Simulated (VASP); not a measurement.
## BP: relaxation of cell and atoms with LDA

The system is BP.

```
B P
1.0
     0.00000    2.24523    2.24523
     2.24523    0.00000    2.24523
     2.24523    2.24523    0.00000
B P
1 1
Direct
  0.00000 0.00000 0.00000
  0.75000 0.75000 0.75000
```

```yaml
Program: VASP 6.6.1
Task: relaxation of cell and atoms
Functional: LDA
Potentials_or_basis: VASP PAW LDA potentials, release 64 (B, P)
Cutoff: 600 eV
k_mesh: 10 × 10 × 10
Occupations: gaussian, width 0.01 eV
Spin: no spin polarisation
Target_pressure: 6 GPa
Dipole_correction: no
Further_INCAR_settings: ALGO = Normal; EDIFF = 1e-07; IBRION = 2; EDIFFG = -0.001; NSW = 80; ISIF = 3
```

```yaml
Relaxed_volume: 10.95 Å³/atom
Relaxed_cell: a = 3.141 Å, b = 3.141 Å, c = 3.141 Å, α = 60.00°, β = 60.00°, γ = 60.00°
Space_group_after_relaxing_to_0.05_Å: F-43m (No. 216)
Energy_change_on_relaxing_the_enthalpy_is_what_falls: +6.5 meV/atom
Ionic_steps: 6
Pressure_after_relaxing: 6.0 GPa
Band_gap_on_the_k_mesh: 1.11 eV, indirect (least direct gap 3.49 eV)
```

Step by step:
| step | energy change (eV) | largest force (eV/Å) | pressure (GPa) | volume (Å³) |
| --- | --- | --- | --- | --- |
| 1 | 0.0000 | 0.0000 | -0.11 | 22.64 |
| 2 | 0.0502 | 0.0000 | 12.34 | 21.25 |
| 3 | 0.0129 | 0.0000 | 5.97 | 21.91 |
| 4 | 0.0135 | 0.0000 | 6.10 | 21.90 |
| 5 | 0.0128 | 0.0000 | 5.93 | 21.92 |
| 6 | 0.0131 | 0.0000 | 6.00 | 21.91 |

Final structure:
```yaml
crystal:
  lattice:
    - [0.00000, 2.22084, 2.22084]
    - [2.22084, 0.00000, 2.22084]
    - [2.22084, 2.22084, 0.00000]
  atoms:
    - { symbol: B, position: [0.00000, 0.00000, 0.00000] }
    - { symbol: P, position: [0.75000, 0.75000, 0.75000] }
```

Levels at points of the mesh, in eV from the valence-band top:
| k point | band 1 | band 2 | band 3 | band 4 | band 5 | band 6 | band 7 | band 8 |
| --- | --- | --- | --- | --- | --- | --- | --- | --- |
| (0.00, 0.00, 0.00) | -15.97 | 0.00 | 0.00 | 0.00 | 3.49 | 3.49 | 3.49 | 8.37 |
| (0.50, 0.00, 0.00) | -12.39 | -9.48 | -1.82 | -1.82 | 4.18 | 4.73 | 4.73 | 10.15 |
| (0.50, 0.50, 0.00) | -10.80 | -8.82 | -4.34 | -4.34 | 1.18 | 1.50 | 12.61 | 12.61 |

Wall time 16 s on 1 thread of Intel(R) Xeon(R) 6975P-C (Granite Rapids) (shared host), peak memory 0.13 GiB.

Caveat: the cell is relaxed towards a set pressure, so the enthalpy falls and the energy may rise. A k mesh can miss the band edges.
